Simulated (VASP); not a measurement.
A run of VASP 6.6.1:

File INCAR:

```
ALGO = Normal ; DIPOL = 0.5 0.5 0.294
EDIFF = 1E-7 ; ENCUT = 520
GGA = PE ; IDIPOL = 3
ISIF = 2 ; ISMEAR = 0
ISPIN = 2 ; LASPH = True
LCHARG = False ; LDIPOL = True
LMAXMIX = 4 ; LORBIT = 11
LREAL = False ; LWAVE = False
MAGMOM = 2.1 ; NBANDS = 14
NELM = 150 ; PREC = Accurate
SIGMA = 0.1
```

KPOINTS

```
k-points
0
Gamma
  24 24 1
```

Contents of POSCAR:

```
Co
1.0
    2.3508194017      0.0000000000      0.0000000000
   -1.1754097009      2.0358693216      0.0000000000
    0.0000000000      0.0000000000     23.8000000000
Co
1
Direct
    0.0000000000      0.0000000000      0.2941176471
```

Potentials or basis: VASP PAW PBE potentials, release 64 (Co).

Launch:

```bash
$ cat potpaw_PBE.64/Co/POTCAR > POTCAR
$ mpirun -np 1 vasp_std > vasp.out
```

Hardware: 1 thread of Intel(R) Xeon(R) Platinum 8488C (Sapphire Rapids), on a shared host.

Question: Estimate the wall time of this run.

Answer: Wall time 3.7 min on 1 thread of Intel(R) Xeon(R) Platinum 8488C (Sapphire Rapids), on a shared host, peak memory 0.37 GiB. Counts: scf iterations 31, k points 61.
